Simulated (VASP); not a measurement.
# SrTiO3 (Pm-3m) in VASP: further runs

The runs below take SrTiO3 through single point, with r2SCAN.

All numbers are computed with VASP 6.6.1; they aren't measurements. Logs are shortened: lines on timing, memory, paths and dates and some standing lists are left out, and cuts for length are marked.

## Step 1: The cell of the first run

Symmetry: Pm-3m, No. 221, cubic system. The conventional cell has a = 3.862 Å, b = 3.862 Å, c = 3.862 Å, α = 90.00°, β = 90.00°, γ = 90.00°. Sr (site symmetry m-3m) has 12 O at 2.73 Å and 8 Ti at 3.35 Å within 3.6 Å. Within 2.6 Å of Ti (site symmetry m-3m) lie 6 O at 1.93 Å. O (site symmetry 4/mmm) has 2 Ti at 1.93 Å within 2.6 Å.

## Step 2: Single point, r2SCAN

Input file POSCAR:

```
SrTiO3
1.0
    3.8624956027      0.0000000000      0.0000000000
    0.0000000000      3.8624956027      0.0000000000
    0.0000000000      0.0000000000      3.8624956027
Sr Ti O
1 1 3
Direct
    0.5000000000      0.5000000000      0.5000000000
    0.0000000000      0.0000000000      0.0000000000
    0.5000000000      0.0000000000      0.0000000000
    0.0000000000      0.5000000000      0.0000000000
    0.0000000000      0.0000000000      0.5000000000
```

Input file INCAR.step1:

```
PREC = Accurate ; ENCUT = 660
ISMEAR = 0 ; SIGMA = 0.01
LREAL = F ; LASPH = T
NELM = 120 ; NBANDS = 28
GGA = PE ; ALGO = Normal
EDIFF = 1E-5 ; LWAVE = T
LCHARG = F ; GGA_COMPAT = F
```

Input file INCAR.step2:

```
PREC = Accurate ; ENCUT = 660
EDIFF = 1E-6 ; ISMEAR = 0
SIGMA = 0.01 ; LREAL = F
LASPH = T ; NELM = 120
ALGO = Normal ; ISIF = 2
LWAVE = F ; LCHARG = F
METAGGA = R2SCAN ; LMIXTAU = T
NBANDS = 28 ; ISTART = 1
GGA_COMPAT = F
```

Input file KPOINTS:

```
Automatic mesh
0
Gamma
  6 6 6
```

Potentials or basis: VASP PAW PBE potentials, release 64 (Sr_sv, Ti_sv, O).

The run is started by

```bash
> cat potpaw_PBE.64/Sr_sv/POTCAR potpaw_PBE.64/Ti_sv/POTCAR potpaw_PBE.64/O/POTCAR > POTCAR
> cp INCAR.step1 INCAR
> mpirun -np 1 vasp_std > vasp.out
> cp INCAR.step2 INCAR
> mpirun -np 1 vasp_std > vasp.out
```

OUTCAR:

```text
PREC = Accurate
   ENCUT = 660
   EDIFF = 1E-6
   ISMEAR = 0
   LREAL = F
   LASPH = T
   NELM = 120
   ISIF = 2
   METAGGA = R2SCAN
   ISTART = 1

 ion  position               nearest neighbor table
   1  0.500  0.500  0.500-   3 2.73   4 2.73   5 2.73   3 2.73   4 2.73   3 2.73   5 2.73   3 2.73
                             4 2.73   5 2.73   4 2.73   5 2.73   2 3.35   2 3.35   2 3.35   2 3.35
   2  0.000  0.000  0.000-   3 1.93   4 1.93   5 1.93   5 1.93   4 1.93   3 1.93   1 3.35   1 3.35
                             1 3.35   1 3.35   1 3.35   1 3.35   1 3.35   1 3.35
   3  0.500  0.000  0.000-   2 1.93   2 1.93   1 2.73   1 2.73   1 2.73   1 2.73
   4  0.000  0.500  0.000-   2 1.93   2 1.93   1 2.73   1 2.73   1 2.73   1 2.73
   5  0.000  0.000  0.500-   2 1.93   2 1.93   1 2.73   1 2.73   1 2.73   1 2.73

  LATTYP: Found a simple cubic cell.
 ALAT       =     3.8624956027

  Lattice vectors:

 A1 = (   3.8624956027,   0.0000000000,   0.0000000000)
 A2 = (   0.0000000000,   3.8624956027,   0.0000000000)
 A3 = (   0.0000000000,   0.0000000000,   3.8624956027)

Analysis of symmetry for initial positions (statically):
=====================================================================
 Subroutine PRICEL returns:
 Original cell was already a primitive cell.

 Routine SETGRP: Setting up the symmetry group for a
 simple cubic supercell.

 Subroutine GETGRP returns: Found 48 space group operations
 (whereof 48 operations were pure point group operations)
 out of a pool of 48 trial point group operations.

The static configuration has the point symmetry O_h .

Analysis of symmetry for dynamics (positions and initial velocities):
=====================================================================
 Subroutine PRICEL returns:
 Original cell was already a primitive cell.

 Routine SETGRP: Setting up the symmetry group for a
 simple cubic supercell.

 Subroutine GETGRP returns: Found 48 space group operations
 (whereof 48 operations were pure point group operations)
 out of a pool of 48 trial point group operations.

The dynamic configuration has the point symmetry O_h .

 Subroutine INISYM returns: Found 48 space group operations
 (whereof 48 operations are pure point group operations),
 and found     1 'primitive' translations

----------------------------------------------------------------------------------------

                                     Primitive cell

  volume of cell :      57.6241

  direct lattice vectors                    reciprocal lattice vectors
     3.862495603  0.000000000  0.000000000     0.258899971  0.000000000  0.000000000
     0.000000000  3.862495603  0.000000000     0.000000000  0.258899971  0.000000000
     0.000000000  0.000000000  3.862495603     0.000000000  0.000000000  0.258899971

  length of vectors
     3.862495603  3.862495603  3.862495603     0.258899971  0.258899971  0.258899971

  position of ions in fractional coordinates (direct lattice)
     0.500000000  0.500000000  0.500000000
     0.000000000  0.000000000  0.000000000
     0.500000000  0.000000000  0.000000000
     0.000000000  0.500000000  0.000000000
     0.000000000  0.000000000  0.500000000

  ion indices of the primitive-cell ions
   primitive index   ion index
                 1           1
                 2           2
                 3           3
                 4           4
                 5           5

----------------------------------------------------------------------------------------

 KPOINTS: Automatic mesh

Automatic generation of k-mesh.
 Grid dimensions read from file:
 generate k-points for:    6    6    6

 Generating k-lattice:

  Cartesian coordinates                     Fractional coordinates (reciprocal lattice)
     0.043149995  0.000000000  0.000000000     0.166666667  0.000000000  0.000000000
     0.000000000  0.043149995  0.000000000     0.000000000  0.166666667  0.000000000
     0.000000000  0.000000000  0.043149995     0.000000000  0.000000000  0.166666667

  Length of vectors
     0.043149995  0.043149995  0.043149995

  Shift w.r.t. Gamma in fractional coordinates (k-lattice)
     0.000000000  0.000000000  0.000000000

 Subroutine IBZKPT returns following result:
 ===========================================

 Found     20 irreducible k-points:

 Following reciprocal coordinates:
            Coordinates               Weight
  0.000000  0.000000  0.000000      1.000000
  0.166667  0.000000  0.000000      6.000000
  0.333333  0.000000  0.000000      6.000000
  0.500000  0.000000  0.000000      3.000000
  0.166667  0.166667  0.000000     12.000000
  0.333333  0.166667  0.000000     24.000000
[... 12 lines left out ...]
  0.500000  0.500000  0.333333      6.000000
  0.500000  0.500000  0.500000      1.000000
   k-points           NKPTS =     20   k-points in BZ     NKDIM =     20   number of bands    NBANDS=     28
   number of dos      NEDOS =    301   number of ions     NIONS =      5
[... 65 lines left out ...]

 val. band max:        4.1182531706   @ k =   0.5000   0.5000   0.5000
 cond. band min:       6.4676962470   @ k =   0.0000   0.0000   0.0000
 fundamental gap:      2.3494430763
 Fermi energy:         4.1959054174

 k-point     1 :       0.0000    0.0000    0.0000
  band No.  band energies     occupation
      1     -54.4019      2.00000
      2     -29.6489      2.00000
      3     -29.6240      2.00000
      4     -29.6240      2.00000
      5     -29.6239      2.00000
      6     -14.4175      2.00000
[... 20 lines left out ...]
     27      10.1350      0.00000
     28      11.5168      0.00000

 k-point     2 :       0.1667    0.0000    0.0000
  band No.  band energies     occupation
      1     -54.4014      2.00000
      2     -29.7105      2.00000
      3     -29.6231      2.00000
      4     -29.6231      2.00000
      5     -29.5786      2.00000
      6     -14.4228      2.00000
[... 20 lines left out ...]
     27      10.6280      0.00000
     28      12.1703      0.00000

 k-point     3 :       0.3333    0.0000    0.0000
  band No.  band energies     occupation
      1     -54.4004      2.00000
      2     -29.7789      2.00000
      3     -29.6213      2.00000
      4     -29.6213      2.00000
      5     -29.5423      2.00000
      6     -14.5298      2.00000
[... 20 lines left out ...]
     27      11.7213      0.00000
     28      13.0275      0.00000

 k-point     4 :       0.5000    0.0000    0.0000
  band No.  band energies     occupation
      1     -54.3999      2.00000
      2     -29.8079      2.00000
      3     -29.6204      2.00000
      4     -29.6204      2.00000
      5     -29.5291      2.00000
      6     -14.6065      2.00000
[... 20 lines left out ...]
     27      12.3827      0.00000
     28      12.9323      0.00000

 k-point     5 :       0.1667    0.1667    0.0000
  band No.  band energies     occupation
      1     -54.4009      2.00000
      2     -29.7217      2.00000
      3     -29.6468      2.00000
      4     -29.6222      2.00000
      5     -29.5598      2.00000
      6     -14.3777      2.00000
[... 20 lines left out ...]
     27      11.0840      0.00000
     28      12.5417      0.00000

 k-point     6 :       0.3333    0.1667    0.0000
  band No.  band energies     occupation
      1     -54.3999      2.00000
      2     -29.7651      2.00000
      3     -29.6495      2.00000
      4     -29.6204      2.00000
      5     -29.5451      2.00000
      6     -14.3968      2.00000
[... 339 lines left out ...]
      5     -29.5725      2.00000
      6     -13.6748      2.00000
[... 20 lines left out ...]
     27      12.8418      0.00000
     28      12.8418      0.00000

 k-point    18 :       0.5000    0.3333    0.3333
  band No.  band energies     occupation
      1     -54.3968      2.00000
      2     -29.7205      2.00000
      3     -29.6886      2.00000
      4     -29.6879      2.00000
      5     -29.5797      2.00000
      6     -13.5158      2.00000
[... 20 lines left out ...]
     27      12.7851      0.00000
     28      13.0716      0.00000

 k-point    19 :       0.5000    0.5000    0.3333
  band No.  band energies     occupation
      1     -54.3963      2.00000
      2     -29.7114      2.00000
      3     -29.7114      2.00000
      4     -29.6872      2.00000
      5     -29.5826      2.00000
      6     -13.2166      2.00000
[... 20 lines left out ...]
     27      12.7684      0.00000
     28      13.3614      0.00000

 k-point    20 :       0.5000    0.5000    0.5000
  band No.  band energies     occupation
      1     -54.3958      2.00000
      2     -29.7102      2.00000
      3     -29.7102      2.00000
      4     -29.7102      2.00000
      5     -29.5773      2.00000
      6     -13.0075      2.00000
[... 20 lines left out ...]
     27      13.3616      0.00000
     28      13.3616      0.00000

------------------------ aborting loop because EDIFF is reached ----------------------------------------

  FORCE on cell =-STRESS in cart. coord.  units (eV):
  Direction    XX          YY          ZZ          XY          YZ          ZX
  --------------------------------------------------------------------------------------
  -------------------------------------------------------------------------------------
  Total        2.8101354      2.8101354      2.8101354      0.0000000      0.0000000      0.0000000
  in kB       78.1328796     78.1328796     78.1328796      0.0000000      0.0000000      0.0000000
  external PRESSURE =      78.1328796 kB  Pullay stress =       0.0000000 kB

 VOLUME and BASIS-vectors are now :
 -----------------------------------------------------------------------------
  energy-cutoff  :      660.00
  volume of cell :       57.62
      direct lattice vectors                 reciprocal lattice vectors
     3.862495603  0.000000000  0.000000000     0.258899971  0.000000000  0.000000000
     0.000000000  3.862495603  0.000000000     0.000000000  0.258899971  0.000000000
     0.000000000  0.000000000  3.862495603     0.000000000  0.000000000  0.258899971

 POSITION                                       TOTAL-FORCE (eV/Angst)
 -----------------------------------------------------------------------------------
      1.93125      1.93125      1.93125         0.000000      0.000000      0.000000
      0.00000      0.00000      0.00000         0.000000      0.000000      0.000000
      1.93125      0.00000      0.00000         0.000000      0.000000      0.000000
      0.00000      1.93125      0.00000         0.000000      0.000000      0.000000
      0.00000      0.00000      1.93125         0.000000      0.000000      0.000000
 -----------------------------------------------------------------------------------
    total drift:                               -0.000000      0.000000     -0.000000

  FREE ENERGIE OF THE ION-ELECTRON SYSTEM (eV)
  ---------------------------------------------------
  free  energy   TOTEN  =       -63.2867077013 eV

  energy  without entropy=      -63.2867077013  energy(sigma->0) =      -63.28670770
```

Run time: 3.4 min. Hardware: 1 thread of Intel Xeon 8259CL, shared host; peak memory 0.21 GiB.

Results:

| Quantity | Value |
| --- | --- |
| Free energy | -63.2867 eV |
| Pressure | 7.8 GPa |
| Band gap on the k mesh | 2.35 eV (least direct gap 2.71 eV) |

Levels at points of the mesh, in eV from the valence-band top:
```
           k point  band 18  band 19  band 20  band 21  band 22  band 23
(0.00, 0.00, 0.00)    -0.36    -0.36    -0.36     2.35     2.35     2.35
(0.50, 0.00, 0.00)    -2.11    -0.77    -0.77     2.53     4.37     4.37
(0.50, 0.50, 0.00)    -1.64    -1.64    -0.10     4.38     4.38     4.87
(0.50, 0.50, 0.50)     0.00     0.00     0.00     5.11     5.11     5.11
```

Caveat: the cell stands under pressure; the PAW data sets were made with another functional, which shifts forces and pressure a little. r2SCAN opens gaps a little over a GGA but as a rule still falls short of measured ones.

## Step 3: Single point, r2SCAN

This run uses another cell than the first one, of 11.69 Å³/atom.

Changes to POSCAR since step 2:

```diff
@@ -2,5 +2,5 @@
 1.0
-    3.8624956027      0.0000000000      0.0000000000
-    0.0000000000      3.8624956027      0.0000000000
-    0.0000000000      0.0000000000      3.8624956027
+    3.8806564509      0.0000000000      0.0000000000
+    0.0000000000      3.8806564509      0.0000000000
+    0.0000000000      0.0000000000      3.8806564509
 Sr Ti O
```

Input file INCAR.step1:

```
SYSTEM = SrTiO3
ALGO = Normal ; EDIFF = 1E-5
ENCUT = 660 ; GGA = PE
GGA_COMPAT = .False. ; ISMEAR = 0
LASPH = .True. ; LCHARG = .False.
LREAL = .False. ; LWAVE = .True.
NBANDS = 28 ; NELM = 120
PREC = Accurate ; SIGMA = 0.01
```

Input file INCAR.step2:

```
SYSTEM = SrTiO3
ALGO = Normal ; EDIFF = 1E-6
ENCUT = 660 ; GGA_COMPAT = .False.
ISIF = 2 ; ISMEAR = 0
ISTART = 1 ; LASPH = .True.
LCHARG = .False. ; LMIXTAU = .True.
LREAL = .False. ; LWAVE = .False.
METAGGA = R2SCAN ; NBANDS = 28
NELM = 120 ; PREC = Accurate
SIGMA = 0.01
```

Input file KPOINTS:

```
k-points
0
Gamma
  6 6 6
  0 0 0
```

Potentials or basis: VASP PAW PBE potentials, release 64 (Sr_sv, Ti_sv, O).

The run is started by

```bash
> cat potpaw_PBE.64/Sr_sv/POTCAR potpaw_PBE.64/Ti_sv/POTCAR potpaw_PBE.64/O/POTCAR > POTCAR
> cp INCAR.step1 INCAR
> mpirun -np 1 vasp_std > vasp.out
> cp INCAR.step2 INCAR
> mpirun -np 1 vasp_std > vasp.out
```

Run time: 5.7 min. Hardware: 1 thread of Intel Xeon 8259CL, shared host; peak memory 0.24 GiB.

It converged, with:

```yaml
Free_energy: -63.3207 eV
Pressure: 4.8 GPa
Band_gap_on_the_k_mesh: 2.32 eV (least direct gap 2.69 eV)
```

Levels at points of the mesh, in eV from the valence-band top:
```tsv
k point	band 17	band 18	band 19	band 20	band 21	band 22	band 23	band 24
(0.00, 0.00, 0.00)	-1.25	-0.37	-0.37	-0.37	2.32	2.32	2.32	4.74
(0.50, 0.00, 0.00)	-2.41	-2.06	-0.77	-0.77	2.49	4.29	4.29	4.76
(0.50, 0.50, 0.00)	-1.78	-1.63	-1.63	-0.09	4.30	4.30	4.79	5.82
(0.50, 0.50, 0.50)	-3.85	0.00	0.00	0.00	5.01	5.01	5.01	7.72
```

Caveat: the cell stands under pressure; the PAW data sets were made with another functional, which shifts forces and pressure a little. A k mesh can miss the band edges.

## Step 4: Single point, r2SCAN

This run uses another cell than the first one, of 11.80 Å³/atom.

Changes to POSCAR since step 3:

```diff
@@ -2,5 +2,5 @@
 1.0
-    3.8806564509      0.0000000000      0.0000000000
-    0.0000000000      3.8806564509      0.0000000000
-    0.0000000000      0.0000000000      3.8806564509
+    3.8934913981      0.0000000000      0.0000000000
+    0.0000000000      3.8934913981      0.0000000000
+    0.0000000000      0.0000000000      3.8934913981
 Sr Ti O
```

Input file INCAR.step1:

```
SYSTEM = SrTiO3
  PREC = Accurate
  ENCUT = 660
  ISMEAR = 0
  SIGMA = 0.01
  LREAL = .FALSE.
  LASPH = .TRUE.
  NELM = 120
  NBANDS = 28
  GGA = PE
  ALGO = Normal
  EDIFF = 1E-5
  LWAVE = .TRUE.
  LCHARG = .FALSE.
  GGA_COMPAT = .FALSE.
```

Input file INCAR.step2:

```
SYSTEM = SrTiO3
  PREC = Accurate
  ENCUT = 660
  EDIFF = 1E-6
  ISMEAR = 0
  SIGMA = 0.01
  LREAL = .FALSE.
  LASPH = .TRUE.
  NELM = 120
  ALGO = Normal
  ISIF = 2
  LWAVE = .FALSE.
  LCHARG = .FALSE.
  METAGGA = R2SCAN
  LMIXTAU = .TRUE.
  NBANDS = 28
  ISTART = 1
  GGA_COMPAT = .FALSE.
```

Input file KPOINTS:

```
Automatic mesh
0
G
  6 6 6
  0 0 0
```

The run is started by

```bash
> cat potpaw_PBE.64/Sr_sv/POTCAR potpaw_PBE.64/Ti_sv/POTCAR potpaw_PBE.64/O/POTCAR > POTCAR
> cp INCAR.step1 INCAR
> mpirun -np 1 vasp_std > vasp.out
> cp INCAR.step2 INCAR
> mpirun -np 1 vasp_std > vasp.out
```

Wall time 4 min (1 thread of Intel Xeon 8259CL, shared host); peak memory 0.24 GiB.

The run converged. Its results:

```
Free energy            : -63.3360 eV
Pressure               : 2.8 GPa
Band gap on the k mesh : 2.30 eV (least direct gap 2.67 eV)
```

Levels at points of the mesh, in eV from the valence-band top:
| k point | band 18 | band 19 | band 20 | band 21 | band 22 | band 23 |
| --- | --- | --- | --- | --- | --- | --- |
| (0.00, 0.00, 0.00) | -0.38 | -0.38 | -0.38 | 2.30 | 2.30 | 2.30 |
| (0.50, 0.00, 0.00) | -2.03 | -0.77 | -0.77 | 2.46 | 4.23 | 4.23 |
| (0.50, 0.50, 0.00) | -1.62 | -1.62 | -0.09 | 4.24 | 4.24 | 4.73 |
| (0.50, 0.50, 0.50) | 0.00 | 0.00 | 0.00 | 4.95 | 4.95 | 4.95 |

Caveat: the PAW data sets were made with another functional, which shifts forces and pressure a little. A k mesh can miss the band edges.

## Step 5: Single point, r2SCAN

This run uses another cell than the first one, of 11.80 Å³/atom.

POSCAR is that of step 4.

Input file INCAR.step1:

```
PREC     = Accurate       # precision mode
ENCUT    = 660            # plane-wave cutoff, eV
ISMEAR   = 0              # smearing method
SIGMA    = 0.01           # smearing width, eV
LREAL    = F              # projectors in reciprocal space
LASPH    = T              # aspherical terms in the spheres
NELM     = 120            # most SCF steps
NBANDS   = 28             # bands
GGA      = PE             # functional
ALGO     = Normal         # electronic algorithm
EDIFF    = 1E-5           # SCF threshold, eV
LWAVE    = T              # write WAVECAR
LCHARG   = F              # write CHGCAR
GGA_COMPAT= F
```

Input file INCAR.step2:

```
PREC     = Accurate       # precision mode
ENCUT    = 660            # plane-wave cutoff, eV
EDIFF    = 1E-6           # SCF threshold, eV
ISMEAR   = 0              # smearing method
SIGMA    = 0.01           # smearing width, eV
LREAL    = F              # projectors in reciprocal space
LASPH    = T              # aspherical terms in the spheres
NELM     = 120            # most SCF steps
ALGO     = Normal         # electronic algorithm
ISIF     = 2              # what is computed and relaxed
LWAVE    = F              # write WAVECAR
LCHARG   = F              # write CHGCAR
METAGGA  = R2SCAN         # meta-GGA
LMIXTAU  = T            
NBANDS   = 28             # bands
ISTART   = 1            
GGA_COMPAT= F
```

Input file KPOINTS:

```
Automatic mesh
0
Gamma
  6 6 6
```

The run is started by

```bash
> cat potpaw_PBE.64/Sr_sv/POTCAR potpaw_PBE.64/Ti_sv/POTCAR potpaw_PBE.64/O/POTCAR > POTCAR
> cp INCAR.step1 INCAR
> mpirun -np 1 vasp_std > vasp.out
> cp INCAR.step2 INCAR
> mpirun -np 1 vasp_std > vasp.out
```

Run time: 4.3 min. Hardware: 1 thread of Intel Xeon 8259CL, shared host; peak memory 0.24 GiB.

The run converged. Its results:

| Quantity | Value |
| --- | --- |
| Free energy | -63.3360 eV |
| Pressure | 2.8 GPa |
| Band gap on the k mesh | 2.30 eV (least direct gap 2.67 eV) |

Levels at points of the mesh, in eV from the valence-band top:
```csv
k point,band 16,band 17,band 18,band 19,band 20,band 21,band 22,band 23,band 24,band 25
"(0.00, 0.00, 0.00)",-1.23,-1.23,-0.38,-0.38,-0.38,2.30,2.30,2.30,4.67,4.67
"(0.50, 0.00, 0.00)",-2.39,-2.39,-2.03,-0.77,-0.77,2.46,4.23,4.23,4.68,7.04
"(0.50, 0.50, 0.00)",-2.89,-1.79,-1.62,-1.62,-0.09,4.24,4.24,4.73,5.73,8.62
"(0.50, 0.50, 0.50)",-3.82,-3.82,0.00,0.00,0.00,4.95,4.95,4.95,7.68,7.68
```

Caveat: the PAW data sets were made with another functional, which shifts forces and pressure a little.

## Step 6: Overview

| cell | gap on the mesh (eV) | pressure (GPa) |
| --- | --- | --- |
| a = 3.862 Å, 5 atoms | 2.35 | 7.8 |
| a = 3.881 Å, 5 atoms | 2.32 | 4.8 |
| a = 3.893 Å, 5 atoms | 2.30 | 2.8 |

Alike in all rows: task single point; level r2SCAN; potentials or basis VASP PAW PBE potentials, release 64 (Sr_sv, Ti_sv, O); no spin polarisation; k mesh 6 × 6 × 6; cutoff (eV) 660; smearing gaussian 0.01 eV.

Caveats: the PAW data sets were made with another functional, which shifts forces and pressure a little; the cell stands under pressure (at least some runs).

Absolute energies hang on the potentials; compare differences alone.
